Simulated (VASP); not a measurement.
Zn15Ni4, 19 atoms in the cell. The typed cell holds 19 atoms: a = 6.865 Å, b = 6.865 Å, c = 6.865 Å, α = 108.26°, β = 108.26°, γ = 111.92°. 

```yaml
Program: VASP 6.6.1
Task: relaxation of cell and atoms
Functional: PBEsol
Potentials_or_basis: VASP PAW PBE potentials, release 64 (Zn, Ni)
Cutoff: 500 eV
k_mesh: 3 × 3 × 2, shifted
Occupations: gaussian, width 0.1 eV
Spin: no spin polarisation
Dipole_correction: no
Further_INCAR_settings: LREAL = Auto; ALGO = Normal; EDIFF = 1e-07; ISYM = -1; IBRION = 2; EDIFFG = -0.04; NSW = 70; ISIF = 3
```

Potentials or basis: VASP PAW PBE potentials, release 64 (Zn, Ni).

Command:

```bash
$ cat potpaw_PBE.64/Zn/POTCAR potpaw_PBE.64/Ni/POTCAR > POTCAR
$ mpirun -np 4 vasp_std > vasp.out
```

Hardware: 4 MPI ranks on Intel(R) Xeon(R) Platinum 8488C (Sapphire Rapids), on a shared host.

Estimate the wall time of this run.

It took 29 min on 4 MPI ranks on Intel(R) Xeon(R) Platinum 8488C (Sapphire Rapids) (shared host), peak memory 0.23 GiB a rank. Counts: scf iterations 236, k points 9, ion steps 17.
